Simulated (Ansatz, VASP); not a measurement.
## Ga in VASP and in Ansatz

```
Ga
1.0
     3.02062    0.00000    0.00000
    -1.51031    2.61594    0.00000
     0.00000    0.00000    4.76663
Ga
2
Direct
  0.33333 0.66667 0.25000
  0.66667 0.33333 0.75000
```

Alike in both runs: task single point; functional revPBE; k mesh 13 × 13 × 8; occupations fermi-dirac, width 0.1 eV; no spin polarisation.

|  | VASP | Ansatz |
| --- | --- | --- |
| version | VASP 6.6.1 | Ansatz 0.2.0 |
| potentials or method | VASP PAW PBE potentials, release 64 (Ga_d), cutoff 520 eV | plane waves (420 eV) with PAW, scalar-relativistic |
| valence electrons in the cell | 26 | 26 |

```tsv
	VASP	Ansatz	Ansatz less VASP
pressure (GPa)	2.1	2.0	-0.12
traceless stress, the component that is largest in VASP (GPa)	-0.13	-0.15	-0.019
```

VASP's potentials were made for PBE, not for revPBE. With one functional, cell and mesh, what is left measures potentials, basis and numerics.
